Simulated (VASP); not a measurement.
A run of VASP 6.6.1:

The input INCAR:

```
  PREC = Accurate
  ENCUT = 520
  EDIFF = 1E-6
  ISMEAR = 0
  SIGMA = 0.02
  LREAL = F
  LASPH = T
  NELM = 150
  ALGO = Normal
  ISIF = 2
  LWAVE = F
  LCHARG = F
  LMAXMIX = 4
  LDAU = T
  LDAUTYPE = 2
  LDAUL = 2 -1
  LDAUU = 4 0
  LDAUJ = 0 0
  LDAUPRINT = 1
  GGA = PE
  NBANDS = 33
```

File KPOINTS:

```
Automatic mesh
0
Gamma
  6 6 10
```

File POSCAR:

```
TiO2
1.0
    4.6577513222      0.0000000000      0.0000000000
    0.0000000000      4.6577513222      0.0000000000
    0.0000000000      0.0000000000      2.9610210096
Ti O
2 4
Direct
    0.5000000000      0.5000000000      0.0000000000
    0.0000000000      0.0000000000      0.5000000000
    0.6943530392      0.6943530392      0.5000000000
    0.8056469608      0.1943530392      0.0000000000
    0.1943530392      0.8056469608      0.0000000000
    0.3056469608      0.3056469608      0.5000000000
```

Potentials or basis: VASP PAW PBE potentials, release 64 (Ti_sv, O).

The run is started by

```console
$ cat potpaw_PBE.64/Ti_sv/POTCAR potpaw_PBE.64/O/POTCAR > POTCAR
$ mpirun -np 1 vasp_std > vasp.out
```

Hardware: 1 thread of Intel Xeon 8259CL (shared host).

**Question.** Estimate the wall time of this run.

**Answer.** Run time: 3.3 min on 1 thread of Intel Xeon 8259CL, with other jobs on the host, peak memory 0.24 GiB. Counts: scf iterations 16, k points 60.
